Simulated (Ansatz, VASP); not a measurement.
# LiCl: VASP beside Ansatz

```xyz
2
Lattice="0.0000 2.5818 2.5818 2.5818 0.0000 2.5818 2.5818 2.5818 0.0000" Properties=species:S:1:pos:R:3 pbc="T T T"
Cl    2.5818    2.5818    2.5818
Li    0.0000    0.0000    0.0000
```

Alike in both runs: task single point; functional r2SCAN; k mesh 9 × 9 × 9; occupations fermi-dirac, width 0.05 eV; no spin polarisation.

```csv
,VASP,Ansatz
version,VASP 6.6.1,Ansatz 0.2.0
potentials or method,"VASP PAW PBE potentials, release 64 (Cl, Li_sv)",Ansatz PAW
plane-wave cutoff (eV),520,500
valence electrons in the cell,10,10
```

```tsv
	VASP	Ansatz	Ansatz less VASP
gap on the k mesh at the Fermi level (eV)	7.17	7.11	-0.066
least direct gap on the mesh (eV)	7.17	7.11	-0.066
```

VASP's potentials were made for PBE, not for r2SCAN.

Noted on VASP's run: the cutoff is short for stress, so the pressure is rough. Noted on Ansatz's run: odd divisions of the mesh miss points on the zone boundary, where band edges often lie, so the gap on the mesh can be too wide.
